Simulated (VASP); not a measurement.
# PtS2 (P1) in VASP: relaxation of cell and atoms with PBEsol

Aim: the relaxation of cell and atoms of PtS2 with PBEsol.

All numbers are computed with VASP 6.6.1; they aren't measurements. Logs are shortened: lines on timing, memory, paths and dates and some standing lists are left out, and cuts for length are marked.

### Step 1. The cell of the first run

The typed cell holds 6 atoms: a = 7.109 Å, b = 3.525 Å, c = 4.832 Å, α = 90.16°, β = 90.60°, γ = 119.45°.

### Step 2. Relaxation of cell and atoms, PBEsol

INCAR

```
SYSTEM = PtS2
ALGO     = Normal         ! electronic algorithm
EDIFF    = 1E-7           ! SCF threshold, eV
EDIFFG   = -0.01          ! ionic threshold
ENCUT    = 600            ! plane-wave cutoff, eV
GGA      = PS             ! functional
IBRION   = 2              ! ionic algorithm
ISIF     = 3              ! what is computed and relaxed
ISMEAR   = -1             ! smearing method
LASPH    = .TRUE.         ! aspherical terms in the spheres
LCHARG   = .FALSE.        ! write CHGCAR
LREAL    = .FALSE.        ! projectors in reciprocal space
LWAVE    = .FALSE.        ! write WAVECAR
NELM     = 100            ! most SCF steps
NSW      = 100            ! ionic steps
PREC     = Accurate       ! precision mode
SIGMA    = 0.05           ! smearing width, eV
```

KPOINTS

```
k-points
0
G
  6 6 4
  0 0 0
```

POSCAR

```
PtS2
1.0
    7.1084612750      0.0508142184     -0.0371228144
   -1.7551121168      3.0565428907     -0.0049819656
   -0.0248359882     -0.0220364038      4.8315177003
Pt S
2 4
Direct
    0.0117707759     -0.0562633617     -0.0425133871
    0.5191915163     -0.0027059714     -0.0346634482
    0.3143435712      0.2594311259      0.7812107739
    0.1759481191      0.7754379395      0.2556849120
    0.8529784432      0.3759548648      0.7764395294
    0.6526147735      0.5885062263      0.2478638154
```

Potentials or basis: VASP PAW PBE potentials, release 64 (Pt, S).

Launch:

```
> cat potpaw_PBE.64/Pt/POTCAR potpaw_PBE.64/S/POTCAR > POTCAR
> mpirun -np 1 vasp_std > vasp.out
```

OUTCAR:

```text
SYSTEM = PtS2
   EDIFF = 1E-7
   EDIFFG = -0.01
   ENCUT = 600
   GGA = PS
   IBRION = 2
   ISIF = 3
   ISMEAR = -1
   LASPH = .TRUE.
   LREAL = .FALSE.
   NELM = 100
   NSW = 100
   PREC = Accurate

 ion  position               nearest neighbor table
   1  0.012  0.944  0.957-   5 1.95   3 2.07   4 2.11   5 2.46   6 2.64   4 2.93   2 3.45
   2  0.519  0.997  0.965-   3 2.25   6 2.26   5 2.28   3 2.43   6 2.48   4 2.60   1 3.45
   3  0.314  0.259  0.781-   1 2.07   2 2.25   2 2.43   4 2.75
   4  0.176  0.775  0.256-   1 2.11   2 2.60   3 2.75   1 2.93
   5  0.853  0.376  0.776-   1 1.95   2 2.28   1 2.46
   6  0.653  0.589  0.248-   2 2.26   2 2.48   1 2.64

  LATTYP: Found a triclinic cell.
 ALAT       =     5.9725950871
 B/A-ratio  =     0.5901309383
 C/A-ratio  =     1.3060801614
 COS(alpha) =     0.0019791788
 COS(beta)  =     0.4935404243
 COS(gamma) =     0.5878585747

  Lattice vectors:

 A1 = (   1.7799481050,  -3.0345064869,  -4.8265357347)
 A2 = (   1.7551121168,  -3.0565428907,   0.0049819656)
 A3 = (  -5.3285131700,  -3.0853207053,  -4.7894129203)

Analysis of symmetry for initial positions (statically):
=====================================================================
 Subroutine PRICEL returns:
 Original cell was already a primitive cell.

 Routine SETGRP: Setting up the symmetry group for a
 triclinic supercell.

 Subroutine GETGRP returns: Found  1 space group operations
 (whereof  1 operations were pure point group operations)
 out of a pool of  2 trial point group operations.

The static configuration has the point symmetry C_1 .

Analysis of symmetry for dynamics (positions and initial velocities):
=====================================================================
 Subroutine PRICEL returns:
 Original cell was already a primitive cell.

 Routine SETGRP: Setting up the symmetry group for a
 triclinic supercell.

 Subroutine GETGRP returns: Found  1 space group operations
 (whereof  1 operations were pure point group operations)
 out of a pool of  2 trial point group operations.

The dynamic configuration has the point symmetry C_1 .

 Subroutine INISYM returns: Found  1 space group operations
 (whereof  1 operations are pure point group operations),
 and found     1 'primitive' translations

----------------------------------------------------------------------------------------

                                     Primitive cell

  volume of cell :     105.4018

  direct lattice vectors                    reciprocal lattice vectors
     7.108461275  0.050814218 -0.037122814     0.140107981  0.080453846  0.001087160
    -1.755112117  3.056542891 -0.004981966    -0.002321514  0.325836366  0.001474196
    -0.024835988 -0.022036404  4.831517700     0.001074121  0.000954147  0.206984175

  length of vectors
     7.108739824  3.524613143  4.831631786     0.161568096  0.325847970  0.206989161

  position of ions in fractional coordinates (direct lattice)
     0.011770776  0.943736638  0.957486613
     0.519191516  0.997294029  0.965336552
     0.314343571  0.259431126  0.781210774
     0.175948119  0.775437940  0.255684912
     0.852978443  0.375954865  0.776439529
     0.652614773  0.588506226  0.247863815

  ion indices of the primitive-cell ions
   primitive index   ion index
                 1           1
                 2           2
                 3           3
                 4           4
                 5           5
                 6           6

----------------------------------------------------------------------------------------

 KPOINTS: k-points

Automatic generation of k-mesh.
 Grid dimensions read from file:
 generate k-points for:    6    6    4

 Generating k-lattice:

  Cartesian coordinates                     Fractional coordinates (reciprocal lattice)
     0.023351330  0.013408974  0.000181193     0.166666667  0.000000000  0.000000000
    -0.000386919  0.054306061  0.000245699     0.000000000  0.166666667 -0.000000000
     0.000268530  0.000238537  0.051746044     0.000000000 -0.000000000  0.250000000

  Length of vectors
     0.026928016  0.054307995  0.051747290

  Shift w.r.t. Gamma in fractional coordinates (k-lattice)
     0.000000000  0.000000000  0.000000000

 Subroutine IBZKPT returns following result:
 ===========================================

 Found     76 irreducible k-points:

 Following reciprocal coordinates:
            Coordinates               Weight
  0.000000  0.000000  0.000000      1.000000
  0.166667  0.000000  0.000000      2.000000
  0.333333  0.000000 -0.000000      2.000000
  0.500000  0.000000  0.000000      1.000000
 -0.000000  0.166667  0.000000      2.000000
  0.166667  0.166667  0.000000      2.000000
[... 16 lines left out ...]
  0.333333  0.000000  0.250000      2.000000
  0.500000 -0.000000  0.250000      2.000000
 [... further k-points ...]
   k-points           NKPTS =     76   k-points in BZ     NKDIM =     76   number of bands    NBANDS=     26
   number of dos      NEDOS =    301   number of ions     NIONS =      6
   total plane-waves  NPLWV =  67200
   dimension x,y,z NGX =    60 NGY =   28 NGZ =   40
   dimension x,y,z NGXF=   120 NGYF=   56 NGZF=   80
   ions per type =               2   4
   NGX,Y,Z   is equivalent  to a cutoff of  14.03, 13.21, 13.76 a.u.
   NGXF,Y,Z  is equivalent  to a cutoff of  28.06, 26.41, 27.53 a.u.
 SYSTEM =  PtS2
   PREC   = accura    normal or accurate (medium, high low for compatibility)
   ISTART =      0    job   : 0-new  1-cont  2-samecut
   ICHARG =      2    charge: 1-file 2-atom 10-const
   ISPIN  =      1    spin polarized calculation?
   LNONCOLLINEAR =      F non collinear calculations
   LSORBIT =      F    spin-orbit coupling
   LASPH  =      T    aspherical Exc in radial PAW
   ENCUT  =  600.0 eV  44.10 Ry    6.64 a.u.  14.20  7.04  9.65*2*pi/ulx,y,z
   NELM   =    100;   NELMIN=  2; NELMDL= -5     # of ELM steps
   EDIFF  = 0.1E-06   stopping-criterion for ELM
   LREAL  =      F    real-space projection
   EDIFFG = -.1E-01   stopping-criterion for IOM
   NSW    =    100    number of steps for IOM
   IBRION =      2    ionic relax: 0-MD 1-quasi-New 2-CG
   NFREE  =      1    steps in history (QN), initial steepest desc. (CG)
   ISIF   =      3    stress and relaxation
   ISYM   =      2    0-nonsym 1-usesym 2-fastsym
   POTIM  = 0.5000    time-step for ionic-motion
   TEBEG  =    0.0;   TEEND  =   0.0 temperature during run
   PSTRESS=    0.0 pullay stress
   NELECT =      44.0000    total number of electrons
   NUPDOWN=      -1.0000    fix difference up-down
   EMIN   =  10.00;   EMAX   =-10.00  energy-range for DOS
   EFERMI =   0.00;   METHOD = LEGACY
   ISMEAR =    -1;   SIGMA  =   0.05  broadening in eV -4-tet -1-fermi 0-gaus
   EFERMI_NEDOS =   21; number of points for ismear=-14 and -15
   IALGO  =     38    algorithm
   IMIX   =      4    mixing-type and parameters
     AMIX     =   0.40;   BMIX     =  1.00
     AMIX_MAG =   1.60;   BMIX_MAG =  1.00
  volume/ion in A,a.u.               =      17.57       118.55
  Fermi-wavevector in a.u.,A,eV,Ry     =   1.223516  2.312110 20.367812  1.496992
  Thomas-Fermi vector in A             =   2.358624
   LORBIT       =      0    0 simple, 1 ext, 2 COOP (PROOUT), +10 PAW based schemes
   GGA     = PS    functional components
   LHFCALC =     F    Hartree Fock is set to
   AEXX    =    0.0000 exact exchange contribution
   IVDW    =     0    specifies the selected vdW correction
   LEPSILON=     F    determine dielectric tensor
   LRPA    =     F    only Hartree local field effects (RPA)
 conjugate gradient relaxation of ions
 non-spin polarized calculation
  energy-cutoff  :      600.00
  volume of cell :      105.40
 maximum number of plane-waves:      3541
 NGX is ok and might be reduce to    60
   NGX = 29   NGY = 15   NGZ = 19

--------------------------------------- Ionic step        1  -------------------------------------------

 number of electron      44.0000001 magnetization

 Free energy of the ion-electron system (eV)
  ---------------------------------------------------
  ext. energy  EPLUGINS =         0.00000000
  ---------------------------------------------------
  free energy    TOTEN  =       -29.53080240 eV

  energy without entropy =      -29.51469027  energy(sigma->0) =      -29.52274634

------------------------ aborting loop because EDIFF is reached ----------------------------------------

  FORCE on cell =-STRESS in cart. coord.  units (eV):
  Direction    XX          YY          ZZ          XY          YZ          ZX
  --------------------------------------------------------------------------------------
  -------------------------------------------------------------------------------------
  Total       13.0980101     20.3454003     11.9228921      1.6642117      4.4748137      2.7393167
  in kB      199.0984771    309.2636349    181.2359013     25.2971260     68.0201483     41.6394386
  external PRESSURE =     229.8660044 kB  Pullay stress =       0.0000000 kB
[... 27 lines left out ...]
--------------------------------------- Ionic step        2  -------------------------------------------

 number of electron      43.9999999 magnetization

 E-fermi :   2.8373     XC(G=0):  -9.5158

 val. band max:        2.8337929089   @ k =   0.3333   0.1667   0.0000
 cond. band min:       2.8520091598   @ k =   0.1667   0.0000   0.0000
 fundamental gap:      0.0182162509
 Fermi energy:         2.8372537189

 k-point     1 :       0.0000    0.0000    0.0000
  band No.  band energies     occupation
      1     -10.0763      2.00000
      2      -9.0902      2.00000
      3      -8.8402      2.00000
      4      -8.4606      2.00000
      5      -2.0221      2.00000
      6      -1.8804      2.00000
[... 685 lines left out ...]
     25       4.0146      0.00000
     26       4.4326      0.00000

 [... further k-points ...]

------------------------ aborting loop because EDIFF is reached ----------------------------------------

  FORCE on cell =-STRESS in cart. coord.  units (eV):
  Direction    XX          YY          ZZ          XY          YZ          ZX
  --------------------------------------------------------------------------------------
  -------------------------------------------------------------------------------------
  Total      -23.0630758    -19.5757091    -16.3745151     -0.6439315     -0.0015977     -0.7431333
  in kB     -249.1195716   -211.4502121   -176.8719937     -6.9555312     -0.0172581     -8.0270751
  external PRESSURE =    -212.4805925 kB  Pullay stress =       0.0000000 kB
[... 61 lines left out ...]
  FREE ENERGIE OF THE ION-ELECTRON SYSTEM (eV)
  ---------------------------------------------------
  free  energy   TOTEN  =       -32.4748091742 eV

  energy  without entropy=      -32.4645006538  energy(sigma->0) =      -32.46965491

[... ionic steps 4 to 38 ...]

--------------------------------------- Ionic step       39  -------------------------------------------

 number of electron      44.0000000 magnetization

------------------------ aborting loop because EDIFF is reached ----------------------------------------
[... 75 lines left out ...]
--------------------------------------- Ionic step       41  -------------------------------------------

 number of electron      44.0000000 magnetization

 Free energy of the ion-electron system (eV)
  ---------------------------------------------------
  ext. energy  EPLUGINS =         0.00000000
  ---------------------------------------------------
  free energy    TOTEN  =       -33.99362934 eV

  energy without entropy =      -33.99271677  energy(sigma->0) =      -33.99317306

 E-fermi :   7.4681     XC(G=0): -11.0415

 val. band max:        7.3407334595   @ k =   0.0000   0.0000   0.0000
 cond. band min:       7.7034606354   @ k =  -0.3333  -0.3333   0.2500
 fundamental gap:      0.3627271760
 Fermi energy:         7.4680786987

 k-point     1 :       0.0000    0.0000    0.0000
  band No.  band energies     occupation
      1      -8.3743      2.00000
      2      -6.3107      2.00000
      3      -6.2128      2.00000
      4      -5.1145      2.00000
      5      -0.3066      2.00000
      6      -0.0552      2.00000
[... 685 lines left out ...]
     25       8.9311      0.00000
     26       9.3779      0.00000

 [... further k-points ...]

------------------------ aborting loop because EDIFF is reached ----------------------------------------

  FORCE on cell =-STRESS in cart. coord.  units (eV):
  Direction    XX          YY          ZZ          XY          YZ          ZX
  --------------------------------------------------------------------------------------
  -------------------------------------------------------------------------------------
  Total        0.0002788      0.0017763     -0.0086206      0.0025475     -0.0006165      0.0015602
  in kB        0.0041980      0.0267518     -0.1298265      0.0383661     -0.0092848      0.0234964
  external PRESSURE =      -0.0329589 kB  Pullay stress =       0.0000000 kB
[... 21 lines left out ...]
  FREE ENERGIE OF THE ION-ELECTRON SYSTEM (eV)
  ---------------------------------------------------
  free  energy   TOTEN  =       -33.9936293435 eV

  energy  without entropy=      -33.9927167673  energy(sigma->0) =      -33.99317306

 reached required accuracy - stopping structural energy minimisation
```

Wall time 62 min (1 thread of Intel Xeon 6975P-C (Granite Rapids), shared host); peak memory 0.44 GiB.

What came out:

- Free energy: -33.9936 eV
- Relaxed volume: 17.73 Å³/atom
- Relaxed cell: a = 7.133 Å, b = 3.566 Å, c = 4.830 Å, α = 89.99°, β = 89.99°, γ = 120.00°
- Space group after relaxing (to 0.1 Å): P-3m1 (No. 164)
- Energy gained by relaxing: 743.8 meV/atom
- Ionic steps: 41
- Pressure after relaxing: 0.0 GPa
- Largest force after relaxing: 0.010 eV/Å
- Band gap on the k mesh: 0.36 eV (least direct gap 0.70 eV)

Forces on the atoms (eV/Å):
```
Pt   0.004 -0.006 -0.006
Pt   0.002  0.004  0.007
S    0.003 -0.002  0.002
S   -0.006 -0.003 -0.001
S    0.000  0.004 -0.002
S   -0.003  0.003  0.000
```

Step by step:
| step | energy change (eV) | largest force (eV/Å) | pressure (GPa) | volume (Å³) |
| --- | --- | --- | --- | --- |
| 1 | 0.0000 | 11.0506 | 22.99 | 105.40 |
| 3 | -2.9440 | 2.1447 | -11.33 | 120.50 |
| 5 | -3.0246 | 2.3486 | -7.47 | 117.11 |
| 7 | -4.0679 | 1.8634 | 2.54 | 106.66 |
| 9 | -4.2784 | 1.0603 | -1.65 | 108.70 |
| 11 | -4.4207 | 0.8405 | 1.18 | 106.74 |
| 13 | -4.4474 | 0.2612 | -0.73 | 107.90 |
| 15 | -4.4531 | 0.1554 | 0.37 | 107.24 |
| 17 | -4.4570 | 0.1013 | -0.18 | 107.60 |
| 19 | -4.4589 | 0.1011 | 0.14 | 107.36 |
| 21 | -4.4608 | 0.0996 | -0.33 | 107.52 |
| 23 | -4.4618 | 0.0723 | 0.12 | 107.14 |
| 25 | -4.4623 | 0.0297 | -0.07 | 107.19 |
| 27 | -4.4625 | 0.0280 | 0.05 | 107.03 |
| 29 | -4.4625 | 0.0132 | -0.07 | 107.06 |
| 31 | -4.4626 | 0.0189 | 0.02 | 106.94 |
| 33 | -4.4627 | 0.0215 | -0.04 | 106.76 |
| 35 | -4.4627 | 0.0172 | 0.04 | 106.55 |
| 37 | -4.4628 | 0.0173 | 0.01 | 106.49 |
| 39 | -4.4628 | 0.0223 | -0.05 | 106.41 |
| 41 | -4.4628 | 0.0099 | 0.00 | 106.39 |

Final structure:
```
CELL_PARAMETERS angstrom
7.13290 -0.00007 0.00054
-1.78277 3.08823 0.00070
0.00019 0.00021 4.82958
ATOMIC_POSITIONS crystal
Pt 0.00449 0.99019 0.99750
Pt 0.50444 0.98996 0.99717
S 0.33776 0.32346 0.74921
S 0.17124 0.65685 0.24543
S 0.83789 0.32348 0.74940
S 0.67104 0.65642 0.24532
```

Levels at points of the mesh, in eV from the valence-band top:
| k point | band 18 | band 19 | band 20 | band 21 | band 22 | band 23 | band 24 | band 25 | band 26 |
| --- | --- | --- | --- | --- | --- | --- | --- | --- | --- |
| (0.00, 0.00, 0.00) | -2.76 | -2.28 | -1.40 | -1.40 | 0.00 | 1.07 | 1.63 | 1.63 | 2.43 |
| (0.50, 0.00, 0.00) | -1.94 | -1.87 | -1.87 | -1.24 | -1.24 | 1.37 | 1.37 | 1.83 | 1.83 |
| (0.00, 0.50, 0.00) | -3.45 | -3.35 | -3.35 | -2.76 | -2.76 | 1.07 | 1.07 | 2.43 | 2.43 |
| (0.50, 0.50, 0.00) | -3.08 | -2.65 | -2.65 | -0.93 | -0.93 | 0.50 | 0.50 | 1.16 | 1.16 |
| (0.00, 0.00, 0.50) | -3.05 | -1.77 | -1.77 | -1.50 | -1.32 | 1.23 | 1.87 | 2.44 | 2.44 |
| (0.50, 0.00, 0.50) | -1.71 | -1.58 | -1.58 | -1.15 | -1.15 | 0.78 | 0.78 | 1.34 | 1.34 |
| (0.00, 0.50, 0.50) | -3.11 | -3.08 | -3.08 | -1.50 | -1.50 | 1.22 | 1.23 | 1.87 | 1.87 |
| (0.50, 0.50, 0.50) | -3.10 | -2.57 | -2.57 | -1.95 | -1.94 | 1.66 | 1.66 | 1.70 | 1.70 |

Caveat: the PAW data sets were made with another functional, which shifts forces and pressure a little; spin-orbit coupling is left out, which moves the levels of the heavy elements.
